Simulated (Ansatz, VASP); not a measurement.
**Ge: VASP beside Ansatz**

The input INCAR:

```
PREC = Accurate ; ENCUT = 520
EDIFF = 1E-8 ; ISMEAR = -1
SIGMA = 0.05 ; LREAL = F
LASPH = T ; NELM = 100
ALGO = Normal ; ISIF = 2
LWAVE = F ; LCHARG = F
LEFG = T ; NBANDS = 21
```

The input KPOINTS:

```
Automatic mesh
0
Gamma
  10 10 10
```

The input POSCAR:

```
Ge
1.0
    0.0000000000      2.8287700000      2.8853454000
    2.8287700000      0.0000000000      2.8853454000
    2.8287700000      2.8287700000      0.0000000000
Ge
2
Direct
    0.5000000000      0.5000000000      0.5000000000
    0.7500000000      0.7500000000      0.7500000000
```

Input for Ansatz:

```yaml
crystal:
  lattice:
    - [0.0, 2.82877, 2.8853454]
    - [2.82877, 0.0, 2.8853454]
    - [2.82877, 2.82877, 0.0]
  atoms:
    - { symbol: Ge, position: [0.5, 0.5, 0.5] }
    - { symbol: Ge, position: [0.75, 0.75, 0.75] }
kpoints:
  mp_grid: { grid: [10, 10, 10] }
scf:
  occupations: { method: fermi_dirac, width: 0.05 }
hamiltonian:
  xc: lda
  pseudopotentials: { kind: all_electron, datasets: crystal }
output:
  forces: true
  stress: true
  eigenvalues: true
  efg: { contact_densities: true }
```

Change from the starting cell: zz strain of +2 %, crystal datasets.

Alike in both runs: task electric field gradients; functional LDA; k mesh 10 × 10 × 10; occupations fermi-dirac, width 0.05 eV; no spin polarisation.

|  | VASP | Ansatz |
| --- | --- | --- |
| version | VASP 6.6.1 | Ansatz 0.2.0 |
| potentials or method | VASP PAW LDA potentials, release 64 (Ge_d), cutoff 520 eV | all-electron PAW with datasets made for the crystal, scalar-relativistic |

Ansatz gave:

- pressure (GPa): -2.5
- traceless stress, the component that is largest in VASP (GPa): -0.96
- size of Vzz on the site where it differs most (V/Å²): 1.3

Problem. Estimate VASP's values.

Solution. Pressure (GPa): -2.4; traceless stress, the component that is largest in VASP (GPa): -0.96; size of Vzz on the site where it differs most (V/Å²): 1.1.

LDA's correlation is that of Perdew and Zunger in VASP and of Perdew and Wang (1992) in Ansatz. Ansatz ran all-electron here, and VASP with PAW potentials.
